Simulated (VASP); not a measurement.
# Ag2As (CdCl2 type) (R-3m) in VASP: electric field gradients with PBE

Aim: the electric field gradients of Ag2As (CdCl2 type) with PBE.

All numbers are computed with VASP 6.6.1; they aren't measurements. Logs are shortened: lines on timing, memory, paths and dates and some standing lists are left out, and cuts for length are marked.

## (1) The cell of the first run

The structure is trigonal, space group R-3m (No. 166). The conventional cell has a = 3.059 Å, b = 3.059 Å, c = 20.429 Å, α = 90.00°, β = 90.00°, γ = 120.00°. Within 3.8 Å of As (site symmetry -3m) lie 6 Ag at 2.87 Å and 6 As at 3.06 Å. Within 3.8 Å of Ag (site symmetry 3m) lie 3 As at 2.87 Å and 9 Ag at 2.89 to 3.06 Å.

## (2) Electric field gradients, PBE

Input file INCAR:

```
ALGO = Normal ; EDIFF = 1E-8
ENCUT = 520 ; GGA = PE
ISIF = 2 ; ISMEAR = -1
LASPH = True ; LCHARG = False
LEFG = True ; LREAL = False
LWAVE = False ; NBANDS = 20
NELM = 80 ; PREC = Accurate
SIGMA = 0.05
```

Input file KPOINTS:

```
k-points
0
Gamma
  13 13 13
```

Input file POSCAR:

```
Ag2As
1.0
    1.5293025611     -0.8829432453      6.8096559471
    0.0000000000      1.7658864906      6.8096559471
   -1.5293025611     -0.8829432453      6.8096559471
As Ag
1 2
Direct
    0.0000000000      0.0000000000      0.0000000000
    0.2226781896      0.2226781896      0.2226781896
    0.7773218104      0.7773218104      0.7773218104
```

Potentials or basis: VASP PAW PBE potentials, release 64 (As, Ag).

Run with:

```
> cat potpaw_PBE.64/As/POTCAR potpaw_PBE.64/Ag/POTCAR > POTCAR
> mpirun -np 1 vasp_std > vasp.out
```

OUTCAR:

```text
EDIFF = 1E-8
   ENCUT = 520
   GGA = PE
   ISIF = 2
   ISMEAR = -1
   LASPH = True
   LREAL = False
   NELM = 80
   PREC = Accurate

 ion  position               nearest neighbor table
   1  0.000  0.000  0.000-   3 2.87   2 2.87   3 2.87   2 2.87   3 2.87   2 2.87
   2  0.223  0.223  0.223-   1 2.87   1 2.87   1 2.87   3 2.89   3 2.89   3 2.89
   3  0.777  0.777  0.777-   1 2.87   1 2.87   1 2.87   2 2.89   2 2.89   2 2.89

  LATTYP: Found a trigonal (rhomboedric) cell.
 ALAT       =     7.0348965320
 COS(alpha) =     0.9054848564

  Lattice vectors:

 A1 = (   1.5293025611,  -0.8829432453,   6.8096559471)
 A2 = (   0.0000000000,   1.7658864906,   6.8096559471)
 A3 = (  -1.5293025611,  -0.8829432453,   6.8096559471)

Analysis of symmetry for initial positions (statically):
=====================================================================
 Subroutine PRICEL returns:
 Original cell was already a primitive cell.

 Routine SETGRP: Setting up the symmetry group for a
 trigonal (rhombohedral) supercell.

 Subroutine GETGRP returns: Found 12 space group operations
 (whereof 12 operations were pure point group operations)
 out of a pool of 12 trial point group operations.

The static configuration has the point symmetry D_3d.

Analysis of symmetry for dynamics (positions and initial velocities):
=====================================================================
 Subroutine PRICEL returns:
 Original cell was already a primitive cell.

 Routine SETGRP: Setting up the symmetry group for a
 trigonal (rhombohedral) supercell.

 Subroutine GETGRP returns: Found 12 space group operations
 (whereof 12 operations were pure point group operations)
 out of a pool of 12 trial point group operations.

The dynamic configuration has the point symmetry D_3d.

 Subroutine INISYM returns: Found 12 space group operations
 (whereof 12 operations are pure point group operations),
 and found     1 'primitive' translations

----------------------------------------------------------------------------------------

                                     Primitive cell

  volume of cell :      55.1700

  direct lattice vectors                    reciprocal lattice vectors
     1.529302561 -0.882943245  6.809655947     0.326946422 -0.188762605  0.048950099
     0.000000000  1.765886491  6.809655947     0.000000000  0.377525209  0.048950099
    -1.529302561 -0.882943245  6.809655947    -0.326946422 -0.188762605  0.048950099

  length of vectors
     7.034896532  7.034896532  7.034896532     0.380685429  0.380685429  0.380685429

  position of ions in fractional coordinates (direct lattice)
     0.000000000  0.000000000  0.000000000
     0.222678190  0.222678190  0.222678190
     0.777321810  0.777321810  0.777321810

  ion indices of the primitive-cell ions
   primitive index   ion index
                 1           1
                 2           2
                 3           3

----------------------------------------------------------------------------------------

 KPOINTS: k-points

Automatic generation of k-mesh.
 Grid dimensions read from file:
 generate k-points for:   13   13   13

 Generating k-lattice:

  Cartesian coordinates                     Fractional coordinates (reciprocal lattice)
     0.025149725 -0.014520200  0.003765392     0.076923077 -0.000000000 -0.000000000
     0.000000000  0.029040401  0.003765392    -0.000000000  0.076923077 -0.000000000
    -0.025149725 -0.014520200  0.003765392    -0.000000000 -0.000000000  0.076923077

  Length of vectors
     0.029283495  0.029283495  0.029283495

  Shift w.r.t. Gamma in fractional coordinates (k-lattice)
     0.000000000  0.000000000  0.000000000

 Subroutine IBZKPT returns following result:
 ===========================================

 Found    231 irreducible k-points:

 Following reciprocal coordinates:
            Coordinates               Weight
  0.000000  0.000000  0.000000      1.000000
  0.076923  0.000000 -0.000000      6.000000
  0.153846  0.000000 -0.000000      6.000000
  0.230769  0.000000  0.000000      6.000000
  0.307692  0.000000 -0.000000      6.000000
  0.384615  0.000000 -0.000000      6.000000
[... 16 lines left out ...]
  0.384615  0.153846 -0.000000     12.000000
  0.461538  0.153846  0.000000     12.000000
 [... further k-points ...]
   k-points           NKPTS =    231   k-points in BZ     NKDIM =    231   number of bands    NBANDS=     20
   number of dos      NEDOS =    301   number of ions     NIONS =      3
   total plane-waves  NPLWV = 157464
   dimension x,y,z NGX =    54 NGY =   54 NGZ =   54
   dimension x,y,z NGXF=   108 NGYF=  108 NGZF=  108
   ions per type =               1   2
   NGX,Y,Z   is equivalent  to a cutoff of  12.76, 12.76, 12.76 a.u.
   NGXF,Y,Z  is equivalent  to a cutoff of  25.52, 25.52, 25.52 a.u.
 SYSTEM =  unknown system
   PREC   = accura    normal or accurate (medium, high low for compatibility)
   ISTART =      0    job   : 0-new  1-cont  2-samecut
   ICHARG =      2    charge: 1-file 2-atom 10-const
   ISPIN  =      1    spin polarized calculation?
   LNONCOLLINEAR =      F non collinear calculations
   LSORBIT =      F    spin-orbit coupling
   LASPH  =      T    aspherical Exc in radial PAW
   ENCUT  =  520.0 eV  38.22 Ry    6.18 a.u.  13.08 13.08 13.08*2*pi/ulx,y,z
   NELM   =     80;   NELMIN=  2; NELMDL= -5     # of ELM steps
   EDIFF  = 0.1E-07   stopping-criterion for ELM
   LREAL  =      F    real-space projection
   EDIFFG = 0.1E-06   stopping-criterion for IOM
   NSW    =      0    number of steps for IOM
   IBRION =     -1    ionic relax: 0-MD 1-quasi-New 2-CG
   NFREE  =      0    steps in history (QN), initial steepest desc. (CG)
   ISIF   =      2    stress and relaxation
   ISYM   =      2    0-nonsym 1-usesym 2-fastsym
   POTIM  = 0.5000    time-step for ionic-motion
   TEBEG  =    0.0;   TEEND  =   0.0 temperature during run
   PSTRESS=    0.0 pullay stress
   NELECT =      27.0000    total number of electrons
   NUPDOWN=      -1.0000    fix difference up-down
   EMIN   =  10.00;   EMAX   =-10.00  energy-range for DOS
   EFERMI =   0.00;   METHOD = LEGACY
   ISMEAR =    -1;   SIGMA  =   0.05  broadening in eV -4-tet -1-fermi 0-gaus
   EFERMI_NEDOS =   21; number of points for ismear=-14 and -15
   IALGO  =     38    algorithm
   IMIX   =      4    mixing-type and parameters
     AMIX     =   0.40;   BMIX     =  1.00
     AMIX_MAG =   1.60;   BMIX_MAG =  1.00
  volume/ion in A,a.u.               =      18.39       124.10
  Fermi-wavevector in a.u.,A,eV,Ry     =   1.290115  2.437965 22.645505  1.664398
  Thomas-Fermi vector in A             =   2.421967
   LORBIT       =      0    0 simple, 1 ext, 2 COOP (PROOUT), +10 PAW based schemes
   GGA     = PE    functional components
   LHFCALC =     F    Hartree Fock is set to
   AEXX    =    0.0000 exact exchange contribution
   IVDW    =     0    specifies the selected vdW correction
   LEPSILON=     F    determine dielectric tensor
   LRPA    =     F    only Hartree local field effects (RPA)
 non-spin polarized calculation
  energy-cutoff  :      520.00
  volume of cell :       55.17
 maximum number of plane-waves:      1501
 NGX is ok and might be reduce to    54
   NGX = 27   NGY = 27   NGZ = 27

 number of electron      26.9999999 magnetization

 Free energy of the ion-electron system (eV)
  ---------------------------------------------------
  ext. energy  EPLUGINS =         0.00000000
  ---------------------------------------------------
  free energy    TOTEN  =        -9.70819862 eV

  energy without entropy =       -9.69783831  energy(sigma->0) =       -9.70301846

 E-fermi :   7.3147     XC(G=0): -11.4803

 val. band max:        7.3084618682   @ k =  -0.4615   0.4615   0.2308
 cond. band min:       7.3336709757   @ k =  -0.0769   0.3846   0.0769
 fundamental gap:      0.0252091074
 Fermi energy:         7.3146692917

 k-point     1 :       0.0000    0.0000    0.0000
  band No.  band energies     occupation
      1      -5.9834      2.00000
      2       0.9682      2.00000
      3       1.4257      2.00000
      4       2.2202      2.00000
      5       2.6289      2.00000
      6       2.6289      2.00000
[... 12 lines left out ...]
     19      19.1441      0.00000
[... 513 lines left out ...]
      4       1.9356      2.00000
      5       2.0494      2.00000
      6       2.5380      2.00000
[... 12 lines left out ...]
     19      14.5335      0.00000
     20      17.4729      0.00000

 [... further k-points ...]

------------------------ aborting loop because EDIFF is reached ----------------------------------------

  FORCE on cell =-STRESS in cart. coord.  units (eV):
  Direction    XX          YY          ZZ          XY          YZ          ZX
  --------------------------------------------------------------------------------------
  -------------------------------------------------------------------------------------
  Total       -0.0200363     -0.0200363     -0.0146357      0.0000000     -0.0000000      0.0000000
  in kB       -0.5818692     -0.5818692     -0.4250318      0.0000000     -0.0000000      0.0000000
  external PRESSURE =      -0.5295901 kB  Pullay stress =       0.0000000 kB

 VOLUME and BASIS-vectors are now :
 -----------------------------------------------------------------------------
  energy-cutoff  :      520.00
  volume of cell :       55.17
      direct lattice vectors                 reciprocal lattice vectors
     1.529302561 -0.882943245  6.809655947     0.326946422 -0.188762605  0.048950099
     0.000000000  1.765886491  6.809655947     0.000000000  0.377525209  0.048950099
    -1.529302561 -0.882943245  6.809655947    -0.326946422 -0.188762605  0.048950099

 POSITION                                       TOTAL-FORCE (eV/Angst)
 -----------------------------------------------------------------------------------
      0.00000      0.00000      0.00000        -0.000000      0.000000      0.000000
      0.00000      0.00000      4.54909         0.000000      0.000000     -0.006236
      0.00000      0.00000     15.87988         0.000000      0.000000      0.006236
 -----------------------------------------------------------------------------------
    total drift:                               -0.000000     -0.000000      0.000000

  FREE ENERGIE OF THE ION-ELECTRON SYSTEM (eV)
  ---------------------------------------------------
  free  energy   TOTEN  =        -9.7081986155 eV

  energy  without entropy=       -9.6978383123  energy(sigma->0) =       -9.70301846

 Electric field gradients (V/A^2)
---------------------------------------------------------------------
 ion       V_xx      V_yy      V_zz      V_xy      V_xz      V_yz
---------------------------------------------------------------------
   1      42.818    42.818   -85.636     0.000    -0.000     0.000
   2       4.900     4.900    -9.800     0.000    -0.000     0.000
   3       4.900     4.900    -9.800    -0.000    -0.000     0.000
---------------------------------------------------------------------

 Electric field gradients after diagonalization (V/A^2)
 (convention: |V_zz| > |V_xx| > |V_yy|)
----------------------------------------------------------------------
 ion       V_xx      V_yy      V_zz     asymmetry (V_yy - V_xx)/ V_zz
----------------------------------------------------------------------
   1      42.818    42.818   -85.636       0.000
   2       4.900     4.900    -9.800       0.000
   3       4.900     4.900    -9.800       0.000
----------------------------------------------------------------------

           NMR quadrupolar parameters

 Cq : quadrupolar parameter    Cq=e*Q*V_zz/h
 eta: asymmetry parameters     (V_yy - V_xx)/ V_zz
 Q  : nuclear electric quadrupole moment in mb (millibarn)
----------------------------------------------------------------------
 ion       Cq(MHz)       eta       Q (mb)
----------------------------------------------------------------------
   1      -0.207       0.000       1.000
   2      -0.024       0.000       1.000
   3      -0.024       0.000       1.000
----------------------------------------------------------------------
```

It took 11 min on 1 thread of Oxide Virtual Turin-like, shared host; peak memory 0.53 GiB.

Results:

```
Free energy                             : -9.7082 eV
Pressure                                : -0.1 GPa
Largest force                           : 0.006 eV/Å
Band gap on the k mesh                  : zero (an odd number of electrons rules out a gap without spin polarisation)
Largest electric field gradient by atom : As -85.6; Ag -9.8 V/Å²
```

Forces in eV/Å, atoms in the order of the input:
```
As   0.000  0.000  0.000
Ag   0.000  0.000 -0.006
Ag   0.000  0.000  0.006
```

Levels at points of the mesh, in eV from the Fermi level:
| k point | band 9 | band 10 | band 11 | band 12 | band 13 | band 14 | band 15 | band 16 | band 17 | band 18 |
| --- | --- | --- | --- | --- | --- | --- | --- | --- | --- | --- |
| (0.00, 0.00, 0.00) | -4.29 | -4.01 | -4.01 | -3.52 | -3.52 | 4.56 | 4.56 | 4.82 | 5.42 | 10.35 |

Electric field gradients, principal values (V/Å²):
```csv
atom,least,middle,greatest (by size)
1 As,42.818,42.818,-85.636
2 Ag,4.900,4.900,-9.800
3 Ag,4.900,4.900,-9.800
```

Caveat: without QUAD_EFG the Cq values of the log hold for a quadrupole moment of 1 mb, not for the nuclei.
